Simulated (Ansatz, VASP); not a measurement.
# MgO in VASP and in Ansatz

File INCAR:

```
SYSTEM = MgO
PREC = Accurate
ENCUT = 520
EDIFF = 1E-6
ISMEAR = 0
SIGMA = 0.05
LREAL = .False.
LASPH = .True.
NELM = 80
ALGO = Normal
ISIF = 2
LWAVE = .False.
LCHARG = .False.
GGA = PS
NBANDS = 26
```

Contents of KPOINTS:

```
Automatic mesh
0
Gamma
  9 9 4
  0 0 0
```

Contents of POSCAR:

```
MgO
1.0
    3.2553371795      0.0000000000      0.0000000000
   -1.6276685897      2.8192046953      0.0000000000
    0.0000000000      0.0000000000     10.4149514991
Mg O
4 4
Direct
    0.3333333333      0.6666666667      0.9695963559
    0.0000000000      0.0000000000      0.2209473890
    0.0000000000      0.0000000000      0.7209473890
    0.6666666667      0.3333333333      0.4695963559
    0.3333333333      0.6666666667      0.7799156657
   -0.0798688387      0.0000000000      0.5295387694
    0.0000000000      0.0000000000      0.0295387694
    0.6666666667      0.3333333333      0.2799156657
```

Input for Ansatz:

```yaml
crystal:
  lattice:
    - [3.2553371795, 0.0, 0.0]
    - [-1.6276685897, 2.8192046953, 0.0]
    - [0.0, 0.0, 10.4149514991]
  atoms:
    - { symbol: Mg, position: [0.3333333333, 0.6666666667, 0.9695963559] }
    - { symbol: Mg, position: [0.0, 0.0, 0.220947389] }
    - { symbol: Mg, position: [0.0, 0.0, 0.720947389] }
    - { symbol: Mg, position: [0.6666666667, 0.3333333333, 0.4695963559] }
    - { symbol: O, position: [0.3333333333, 0.6666666667, 0.7799156657] }
    - { symbol: O, position: [-0.0798688387, 0.0, 0.5295387694] }
    - { symbol: O, position: [0.0, 0.0, 0.0295387694] }
    - { symbol: O, position: [0.6666666667, 0.3333333333, 0.2799156657] }
basis:
  ecutwfc: 420
kpoints:
  mp_grid: { grid: [9, 9, 4] }
hamiltonian:
  xc: pbesol
  pseudopotentials: { kind: paw, azcp: { folder: soft_1 } }
scf:
  occupations: { method: gaussian, width: 0.05 }
output:
  forces: true
  stress: true
  eigenvalues: true
```

Alike in both runs: task single point; functional PBEsol; k mesh 9 × 9 × 4; occupations gaussian, width 0.05 eV; no spin polarisation.

|  | VASP | Ansatz |
| --- | --- | --- |
| version | VASP 6.6.1 | Ansatz 0.2.0 |
| potentials or method | VASP PAW PBE potentials, release 64 (Mg, O), cutoff 520 eV | scalar-relativistic, plane waves, PAW |
| valence electrons in the cell | 32 | 64 |

Ansatz gave:

| Quantity | Value |
| --- | --- |
| gap on the k mesh at the Fermi level (eV) | 3.36 |
| least direct gap on the mesh (eV) | 3.36 |
| pressure (GPa) | 1.4 |
| traceless stress, the component that is largest in VASP (GPa) | -3.18 |
| rms of the force components (eV/Å) | 0.858 |

Problem. What did VASP give for the same quantities?

Solution. gap on the k mesh at the Fermi level (eV): 3.35; least direct gap on the mesh (eV): 3.35; pressure (GPa): 1.2; traceless stress, the component that is largest in VASP (GPa): -3.27; rms of the force components (eV/Å): 0.880.

VASP's potentials were made for PBE, not for PBEsol, and Ansatz warns of the same on its side. Atom by atom the forces differ by 0.023 eV/Å (rms over components). VASP's potentials hold 32 valence electrons a cell and Ansatz's 64, so a difference there can come from the potentials and not from the codes.
